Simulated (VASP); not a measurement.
Here is a VASP 6.6.1 calculation.

The input INCAR:

```
SYSTEM = Si
PREC     = Accurate       ! precision mode
ENCUT    = 500            ! plane-wave cutoff, eV
EDIFF    = 1E-6           ! SCF threshold, eV
ISMEAR   = 0              ! smearing method
SIGMA    = 0.02           ! smearing width, eV
LREAL    = .FALSE.        ! projectors in reciprocal space
LASPH    = .TRUE.         ! aspherical terms in the spheres
NELM     = 120            ! most SCF steps
ALGO     = Normal         ! electronic algorithm
ISIF     = 2              ! what is computed and relaxed
LWAVE    = .FALSE.        ! write WAVECAR
LCHARG   = .FALSE.        ! write CHGCAR
GGA      = PE             ! functional
NBANDS   = 11             ! bands
GGA_COMPAT= .FALSE.
```

KPOINTS

```
Automatic mesh
0
G
  8 8 8
  0 0 0
```

File POSCAR:

```
Si
1.0
    0.0000000000      2.7347885900      2.7347885900
    2.7347885900      0.0000000000      2.7347885900
    2.7347885900      2.7347885900      0.0000000000
Si
2
Direct
    0.0000000000      0.0000000000      0.0000000000
    0.2500000000      0.2500000000      0.2500000000
```

Potentials or basis: VASP PAW PBE potentials, release 64 (Si).

The run is started by

```console
$ cat potpaw_PBE.64/Si/POTCAR > POTCAR
$ mpirun -np 1 vasp_std > vasp.out
```

Question: Predict the pressure.

Answer: 0.0 GPa.

Question: Predict the band gap on the k mesh.

Answer: 0.65 eV, indirect (least direct gap 2.56 eV).

A k mesh can miss the band edges.
